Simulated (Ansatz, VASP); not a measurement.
**BaTiO3: VASP beside Ansatz**

```
Ba Ti O
1.0
     2.84005    1.63971    2.33143
    -2.84005    1.63971    2.33143
     0.00000   -3.27941    2.33143
Ba Ti O
1 1 3
Direct
  0.98134 0.98134 0.98134
  0.51625 0.51625 0.51625
  0.48975 0.48975 0.98016
  0.48975 0.98016 0.48975
  0.98016 0.48975 0.48975
```

Alike in both runs: task single point; functional r2SCAN; k mesh 6 × 6 × 6; occupations gaussian, width 0.05 eV; no spin polarisation.

|  | VASP | Ansatz |
| --- | --- | --- |
| version | VASP 6.6.1 | Ansatz 0.2.0 |
| potentials or method | VASP PAW PBE potentials, release 64 (Ba_sv, Ti_sv, O), cutoff 520 eV | scalar-relativistic, plane waves, PAW |
| valence electrons in the cell | 40 | 40 |

VASP gave:

```
gap on the k mesh at the Fermi level (eV)                     : 2.82
least direct gap on the mesh (eV)                             : 3.28
pressure (GPa)                                                : 2.2
traceless stress, the component that is largest in VASP (GPa) : 0.56
rms of the force components (eV/Å)                            : 0.325
```

What did Ansatz give for the same quantities?

gap on the k mesh at the Fermi level (eV): 2.85; least direct gap on the mesh (eV): 3.27; pressure (GPa): 0.3; traceless stress, the component that is largest in VASP (GPa): 0.64; rms of the force components (eV/Å): 0.287.

VASP's potentials were made for PBE, not for r2SCAN. Atom by atom the forces differ by 0.071 eV/Å (rms over components). The functional is the same, so the differences come from potentials, cutoffs and numerics.

Spin-orbit coupling is off throughout.
